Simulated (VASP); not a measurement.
# TiAl16N16 (a cell with a defect) in VASP: single point with PBE

Aim: the single point of TiAl16N16 (a cell with a defect) with PBE.

All numbers are computed with VASP 6.6.1; they aren't measurements. Logs are shortened: lines on timing, memory, paths and dates and some standing lists are left out, and cuts for length are marked.

**1. The cell of the first run**

The cell holds a defect, 33 atoms: a = 6.260 Å, b = 6.260 Å, c = 10.035 Å, α = 90.00°, β = 90.00°, γ = 120.00°.

**2. Single point, PBE**

INCAR reads:

```
PREC     = Accurate       # precision mode
ENCUT    = 520            # plane-wave cutoff, eV
EDIFF    = 1E-6           # SCF threshold, eV
ISMEAR   = -1             # smearing method
SIGMA    = 0.01           # smearing width, eV
LREAL    = Auto         
LASPH    = True           # aspherical terms in the spheres
NELM     = 120            # most SCF steps
ALGO     = Normal         # electronic algorithm
ISIF     = 2              # what is computed and relaxed
LWAVE    = False          # write WAVECAR
LCHARG   = False          # write CHGCAR
GGA      = PE             # functional
NBANDS   = 92             # bands
GGA_COMPAT= False
```

KPOINTS reads:

```
Automatic mesh
0
Gamma
  2 2 2
  0.5 0.5 0.5
```

POSCAR reads:

```
TiAl16N16
1.0
    6.2595139100      0.0000000600      0.0000000000
   -3.1297570100      5.4208980300      0.0000000000
    0.0000000000      0.0000000000     10.0348065900
Al N Ti
16 16 1
Direct
    0.3281990800      0.1629913100      0.2588673300
    0.1650155800      0.3286754800      0.5018547700
    0.3320880200      0.1635727000      0.7547008300
    0.1736886100      0.3601230700      0.9865559200
    0.3358640100      0.6629298100      0.2554065100
    0.1663511500      0.8338979400      0.5018604100
    0.3346435300      0.6653468200      0.7321637200
    0.1884440300      0.8108266900      1.0005787800
    0.8239524900      0.1746455400      0.2598345500
    0.6650670900      0.3351014800      0.5071600100
    0.8323156200      0.1677282800      0.7517099000
    0.6652965200      0.3347495900      1.0086632200
    0.8366109300      0.6716887100      0.2591798000
    0.6706971200      0.8349803500      0.5019187100
    0.8370083700      0.6687665300      0.7546616800
    0.6396458500      0.8254987300      0.9868640100
    0.3343083900      0.1674725600      0.4464477100
    0.1687602200      0.3470003400      0.1854863300
    0.3261951400      0.1608820500      0.9461686700
    0.1649491900      0.3252835800      0.6908735300
    0.3330382300      0.6659017000      0.4480028500
    0.1813163600      0.8190217000      0.1899389600
    0.3352561600      0.6644621600      0.9166353400
    0.1672284200      0.8336519800      0.6907760400
    0.8295116800      0.1702133200      0.4465106000
    0.6631710100      0.3366739900      0.1969914600
    0.8290946300      0.1700363200      0.9418898300
    0.6669641100      0.3341928200      0.6965017700
    0.8325872200      0.6663645400      0.4467180200
    0.6511077600      0.8286898900      0.1849741000
    0.8402912400      0.6740517300      0.9459193200
    0.6743959600      0.8351828000      0.6909031500
   -0.0008975200      0.0008622000      0.0993954000
```

Potentials or basis: VASP PAW PBE potentials, release 64 (Al, N, Ti_sv).

The run is started by

```sh
$ cat potpaw_PBE.64/Al/POTCAR potpaw_PBE.64/N/POTCAR potpaw_PBE.64/Ti_sv/POTCAR > POTCAR
$ mpirun -np 1 vasp_std > vasp.out
```

OUTCAR:

```text
PREC = Accurate
   ENCUT = 520
   EDIFF = 1E-6
   ISMEAR = -1
   LREAL = Auto
   LASPH = True
   NELM = 120
   ISIF = 2
   GGA = PE

 ion  position               nearest neighbor table
   1  0.328  0.163  0.259-  17 1.88  26 1.92  22 1.99  18 2.00  33 2.40   2 3.02   6 3.02   9 3.07
                            13 3.08  10 3.09  12 3.11   5 3.11   5 3.15  13 3.18   9 3.19   8 3.23
   2  0.165  0.329  0.502-  17 1.88  20 1.90  25 1.90  21 1.91   7 2.94   1 3.02   9 3.05   5 3.07
                            11 3.09  14 3.09   6 3.10  10 3.11   3 3.11  10 3.15   6 3.16  14 3.17
   3  0.332  0.164  0.755-  20 1.89  24 1.90  28 1.91  19 1.92   4 3.02  10 3.07  15 3.10   6 3.10
                             2 3.11  11 3.12  12 3.12   8 3.13   7 3.13   7 3.14  11 3.14  15 3.16
   4  0.174  0.360  0.987-  23 1.79  27 1.92  19 1.95  18 2.00  33 2.25   8 2.78  16 2.91  11 3.00
                             3 3.02   7 3.04  12 3.11   5 3.16  12 3.17   1 3.33   9 3.33  16 3.34
   5  0.336  0.663  0.255-  22 1.81  30 1.85  18 1.85  21 1.93   8 3.02   2 3.07  14 3.07   6 3.09
                             1 3.11  13 3.11   9 3.13   9 3.13  13 3.15   1 3.15   4 3.16  16 3.16
   6  0.166  0.834  0.502-  17 1.89  29 1.89  21 1.89  24 1.90   7 2.95  13 3.02   1 3.02   5 3.09
                             2 3.10  15 3.10   3 3.10  14 3.11  10 3.13  10 3.13  14 3.15   2 3.16
   7  0.335  0.665  0.732-  23 1.85  24 1.87  32 1.89  20 1.89  14 2.94   2 2.94   6 2.95   4 3.04
                            16 3.04   8 3.12  15 3.13   3 3.13  11 3.14  11 3.14   3 3.14  15 3.14
   8  0.188  0.811  0.001-  23 1.80  22 1.90  31 1.98  19 1.99  33 2.28   4 2.78  16 2.78   5 3.02
                             7 3.12  15 3.12   3 3.13  12 3.14  12 3.14   1 3.23  13 3.23
   9  0.824  0.175  0.260-  26 1.86  25 1.87  18 2.01  30 2.02  33 2.48  10 3.03  14 3.05   2 3.05
                            12 3.06   1 3.07  13 3.07   5 3.13   5 3.13  13 3.19   1 3.19  16 3.33
  10  0.665  0.335  0.507-  25 1.89  17 1.89  29 1.90  28 1.90   9 3.03  11 3.05   3 3.07  15 3.07
                            13 3.09   1 3.09   2 3.11  14 3.11   6 3.13   6 3.13  14 3.15   2 3.15
  11  0.832  0.168  0.752-  28 1.88  32 1.90  20 1.90  27 1.91   4 3.00  16 3.00  10 3.05  14 3.09
                             2 3.09   3 3.12  15 3.12   7 3.14   7 3.14  15 3.14   3 3.14  12 3.15
  12  0.665  0.335  0.009-  26 1.89  27 1.90  19 1.94  31 1.94   9 3.06   1 3.11  13 3.11   4 3.11
                            16 3.12   3 3.12  15 3.13   8 3.14   8 3.14  11 3.15  16 3.16   4 3.17
  13  0.837  0.672  0.259-  29 1.88  26 1.92  22 2.00  30 2.00  33 2.40  14 3.02   6 3.02   9 3.07
                             1 3.08  10 3.09  12 3.11   5 3.11   5 3.15   1 3.18   9 3.19   8 3.23
  14  0.671  0.835  0.502-  29 1.88  32 1.90  25 1.90  21 1.91   7 2.94  13 3.02   9 3.05   5 3.07
                            11 3.09   2 3.09   6 3.11  15 3.11  10 3.11  10 3.15   6 3.15   2 3.17
  15  0.837  0.669  0.755-  32 1.89  24 1.90  28 1.91  31 1.92  16 3.02  10 3.07   3 3.10   6 3.10
                            14 3.11  11 3.12   8 3.12  12 3.13   7 3.13  11 3.14   7 3.14   3 3.16
  16  0.640  0.825  0.987-  23 1.80  27 1.92  31 1.96  30 1.99  33 2.25   8 2.78   4 2.91  11 3.00
                            15 3.02   7 3.04  12 3.12   5 3.16  12 3.16   9 3.33  13 3.33   4 3.34
  17  0.334  0.167  0.446-   2 1.88   1 1.88   6 1.89  10 1.89
  18  0.169  0.347  0.185-   5 1.85   4 2.00   1 2.00   9 2.01  33 2.07
  19  0.326  0.161  0.946-   3 1.92  12 1.94   4 1.95   8 1.99  33 2.35
  20  0.165  0.325  0.691-   7 1.89   3 1.89   2 1.90  11 1.90
  21  0.333  0.666  0.448-   6 1.89   2 1.91  14 1.91   5 1.93
  22  0.181  0.819  0.190-   5 1.81   8 1.90   1 1.99  13 2.00  33 2.17
  23  0.335  0.664  0.917-   4 1.79  16 1.80   8 1.80   7 1.85
  24  0.167  0.834  0.691-   7 1.87   6 1.90   3 1.90  15 1.90
  25  0.830  0.170  0.447-   9 1.87  10 1.89  14 1.90   2 1.90
  26  0.663  0.337  0.197-   9 1.86  12 1.89   1 1.92  13 1.92
  27  0.829  0.170  0.942-  12 1.90  11 1.91   4 1.92  16 1.92
  28  0.667  0.334  0.697-  11 1.88  10 1.90  15 1.91   3 1.91
  29  0.833  0.666  0.447-  14 1.88  13 1.88   6 1.89  10 1.90
  30  0.651  0.829  0.185-   5 1.85  16 1.99  13 2.00   9 2.02  33 2.07
  31  0.840  0.674  0.946-  15 1.92  12 1.94  16 1.96   8 1.98  33 2.35
  32  0.674  0.835  0.691-   7 1.89  15 1.89  14 1.90  11 1.90
  33  0.999  0.001  0.099-  18 2.07  30 2.07  22 2.17  16 2.25   4 2.25   8 2.28  19 2.35  31 2.35
                             1 2.40  13 2.40   9 2.48

  LATTYP: Found a hexagonal cell.
 ALAT       =     6.2595139100
 C/A-ratio  =     1.6031287308

  Lattice vectors:

 A1 = (   6.2595139100,   0.0000000600,   0.0000000000)
 A2 = (  -3.1297570100,   5.4208980300,   0.0000000000)
 A3 = (   0.0000000000,   0.0000000000,  10.0348065900)

Analysis of symmetry for initial positions (statically):
=====================================================================
 Subroutine PRICEL returns:
 Original cell was already a primitive cell.

 Routine SETGRP: Setting up the symmetry group for a
 hexagonal supercell.

 Subroutine GETGRP returns: Found  1 space group operations
 (whereof  1 operations were pure point group operations)
 out of a pool of 24 trial point group operations.

The static configuration has the point symmetry C_1 .

Analysis of symmetry for dynamics (positions and initial velocities):
[... 116 lines left out ...]

  Length of vectors
     0.092235640  0.092235640  0.049826571

  Shift w.r.t. Gamma in fractional coordinates (k-lattice)
     0.500000000  0.500000000  0.500000000

 Subroutine IBZKPT returns following result:
 ===========================================

 Found     12 irreducible k-points:

 Following reciprocal coordinates:
            Coordinates               Weight
  0.250000  0.250000  0.250000      2.000000
 -0.250000  0.500000  0.250000      2.000000
  0.500000  0.250000  0.250000      2.000000
 -0.250000 -0.250000  0.250000      2.000000
  0.250000  0.500000  0.250000      2.000000
  0.500000 -0.250000  0.250000      2.000000
 -0.250000  0.250000  0.250000      2.000000
 -0.250000  0.000000  0.250000      2.000000
  0.000000 -0.250000  0.250000      2.000000
  0.250000 -0.250000  0.250000      2.000000
  0.250000  0.000000  0.250000      2.000000
  0.000000  0.250000  0.250000      2.000000
   k-points           NKPTS =     12   k-points in BZ     NKDIM =     12   number of bands    NBANDS=     92
   number of dos      NEDOS =    301   number of ions     NIONS =     33
   total plane-waves  NPLWV = 184320
   dimension x,y,z NGX =    48 NGY =   48 NGZ =   80
   dimension x,y,z NGXF=    96 NGYF=   96 NGZF=  160
   ions per type =              16  16   1
   NGX,Y,Z   is equivalent  to a cutoff of  12.75, 12.75, 13.25 a.u.
   NGXF,Y,Z  is equivalent  to a cutoff of  25.50, 25.50, 26.51 a.u.
 SYSTEM =  unknown system
   PREC   = accura    normal or accurate (medium, high low for compatibility)
   ISTART =      0    job   : 0-new  1-cont  2-samecut
   ICHARG =      2    charge: 1-file 2-atom 10-const
   ISPIN  =      1    spin polarized calculation?
   LNONCOLLINEAR =      F non collinear calculations
   LSORBIT =      F    spin-orbit coupling
   LASPH  =      T    aspherical Exc in radial PAW
   ENCUT  =  520.0 eV  38.22 Ry    6.18 a.u.  11.64 11.64 18.66*2*pi/ulx,y,z
   NELM   =    120;   NELMIN=  2; NELMDL= -5     # of ELM steps
   EDIFF  = 0.1E-05   stopping-criterion for ELM
   LREAL  =      T    real-space projection
   EDIFFG = 0.1E-04   stopping-criterion for IOM
   NSW    =      0    number of steps for IOM
   IBRION =     -1    ionic relax: 0-MD 1-quasi-New 2-CG
   NFREE  =      0    steps in history (QN), initial steepest desc. (CG)
   ISIF   =      2    stress and relaxation
   ISYM   =      2    0-nonsym 1-usesym 2-fastsym
   POTIM  = 0.5000    time-step for ionic-motion
   TEBEG  =    0.0;   TEEND  =   0.0 temperature during run
   PSTRESS=    0.0 pullay stress
   NELECT =     140.0000    total number of electrons
   NUPDOWN=      -1.0000    fix difference up-down
   EMIN   =  10.00;   EMAX   =-10.00  energy-range for DOS
   EFERMI =   0.00;   METHOD = LEGACY
   ISMEAR =    -1;   SIGMA  =   0.01  broadening in eV -4-tet -1-fermi 0-gaus
   EFERMI_NEDOS =   21; number of points for ismear=-14 and -15
   IALGO  =     38    algorithm
   IMIX   =      4    mixing-type and parameters
     AMIX     =   0.40;   BMIX     =  1.00
     AMIX_MAG =   1.60;   BMIX_MAG =  1.00
  volume/ion in A,a.u.               =      10.32        69.63
  Fermi-wavevector in a.u.,A,eV,Ry     =   1.217336  2.300432 20.162576  1.481908
  Thomas-Fermi vector in A             =   2.352660
   LORBIT       =      0    0 simple, 1 ext, 2 COOP (PROOUT), +10 PAW based schemes
   GGA     = PE    functional components
   LHFCALC =     F    Hartree Fock is set to
   AEXX    =    0.0000 exact exchange contribution
   IVDW    =     0    specifies the selected vdW correction
   LEPSILON=     F    determine dielectric tensor
   LRPA    =     F    only Hartree local field effects (RPA)
 non-spin polarized calculation
  energy-cutoff  :      520.00
  volume of cell :      340.50
 maximum number of plane-waves:      9165
 NGX is ok and might be reduce to    48
   NGX = 23   NGY = 23   NGZ = 37

 number of electron     139.9999987 magnetization

 Free energy of the ion-electron system (eV)
  ---------------------------------------------------
  ext. energy  EPLUGINS =         0.00000000
  ---------------------------------------------------
  free energy    TOTEN  =      -236.77438381 eV

  energy without entropy =     -236.76712798  energy(sigma->0) =     -236.77075590

 E-fermi :  10.4908     XC(G=0): -11.0987

 val. band max:       10.3821590801   @ k =  -0.2500   0.2500   0.2500
 cond. band min:      10.4959599409   @ k =  -0.2500   0.5000   0.2500
 fundamental gap:      0.1138008608
 Fermi energy:        10.4908176064

 k-point     1 :       0.2500    0.2500    0.2500
  band No.  band energies     occupation
      1     -45.6628      2.00000
      2     -22.3667      2.00000
      3     -22.3579      2.00000
      4     -22.0860      2.00000
      5      -8.2821      2.00000
      6      -7.8508      2.00000
[... 1009 lines left out ...]
     81      12.5907      0.00000
     82      12.8912      0.00000
 [bands above 82 left out]

------------------------ aborting loop because EDIFF is reached ----------------------------------------

  FORCE on cell =-STRESS in cart. coord.  units (eV):
  Direction    XX          YY          ZZ          XY          YZ          ZX
  --------------------------------------------------------------------------------------
  -------------------------------------------------------------------------------------
  Total       22.3273150     18.3258560     13.2041854     -3.5253266      0.0507898     -0.1324442
  in kB      105.0572979     86.2291286     62.1299980    -16.5878114      0.2389827     -0.6231932
  external PRESSURE =      84.4721415 kB  Pullay stress =       0.0000000 kB

 VOLUME and BASIS-vectors are now :
 -----------------------------------------------------------------------------
  energy-cutoff  :      520.00
  volume of cell :      340.50
      direct lattice vectors                 reciprocal lattice vectors
     6.259513910  0.000000060  0.000000000     0.159756813  0.092235641  0.000000000
    -3.129757010  5.420898030  0.000000000    -0.000000002  0.184471279  0.000000000
     0.000000000  0.000000000 10.034806590     0.000000000  0.000000000  0.099653141

 POSITION                                       TOTAL-FORCE (eV/Angst)
 -----------------------------------------------------------------------------------
      1.54424      0.88356      2.59768         0.263422      0.207721     -0.016502
      0.00424      1.78172      5.03602        -0.198390      0.028760     -0.096871
      1.56677      0.88671      7.57328         0.144954     -0.062422     -0.041108
     -0.03989      1.95219      9.89990         0.233952      0.372275      0.083487
      0.02754      3.59367      2.56295         0.215728     -0.146936     -0.208499
     -1.56862      4.52048      5.03607        -0.135350      0.070177     -0.035744
[... 25 lines left out ...]
      1.60747      4.52744      6.93308        -0.190017      0.086375      0.129365
      6.25120      0.00467      0.99741         0.310080     -0.242714      0.094583
 -----------------------------------------------------------------------------------
    total drift:                               -0.008551      0.001698     -0.015270

  FREE ENERGIE OF THE ION-ELECTRON SYSTEM (eV)
  ---------------------------------------------------
  free  energy   TOTEN  =      -236.7743838081 eV

  energy  without entropy=     -236.7671279834  energy(sigma->0) =     -236.77075590
```

It took 19 min on 1 thread of Oxide Virtual Turin-like, shared host; peak memory 0.53 GiB.

Results:

```yaml
Free_energy: -236.7744 eV
Pressure: 8.4 GPa
Largest_force: 0.655 eV/Å
Band_gap_on_the_k_mesh: zero (bands 70 and 71 overlap by 0.13 eV)
```

Forces in eV/Å, atoms in the order of the input:
```
Al   0.263  0.208 -0.017
Al  -0.198  0.029 -0.097
Al   0.145 -0.062 -0.041
Al   0.234  0.372  0.083
Al   0.216 -0.147 -0.208
Al  -0.135  0.070 -0.036
Al   0.097 -0.067 -0.031
Al  -0.194  0.151 -0.392
Al   0.472 -0.272 -0.224
Al  -0.045  0.045 -0.095
Al   0.108 -0.062 -0.208
Al  -0.324  0.194 -0.079
Al  -0.028 -0.325 -0.049
Al  -0.122  0.134 -0.094
Al   0.138 -0.092 -0.065
Al  -0.221 -0.405  0.047
N    0.118 -0.056  0.034
N   -0.174  0.252  0.170
N    0.229 -0.016  0.143
N   -0.183  0.146  0.132
N    0.224 -0.091  0.061
N   -0.559  0.295 -0.169
N    0.081 -0.021 -0.157
N   -0.172  0.084 -0.035
N    0.154 -0.094  0.162
N   -0.274  0.158  0.179
N    0.265 -0.135  0.272
N   -0.162  0.061  0.100
N    0.117 -0.113  0.022
N   -0.239  0.119  0.196
N    0.049 -0.202  0.170
N   -0.190  0.086  0.129
Ti   0.310 -0.243  0.095
```

Levels at points of the mesh, in eV from the Fermi level:
| k point | band 68 | band 69 | band 70 | band 71 | band 72 | band 73 |
| --- | --- | --- | --- | --- | --- | --- |
| (0.25, 0.25, 0.25) | -4.52 | -0.28 | -0.16 | 0.31 | 1.42 | 1.63 |

Caveat: the k points lie up to 0.58 Å⁻¹ apart.

The gap in the log of VASP goes by the Fermi energy; the results here count the filled bands.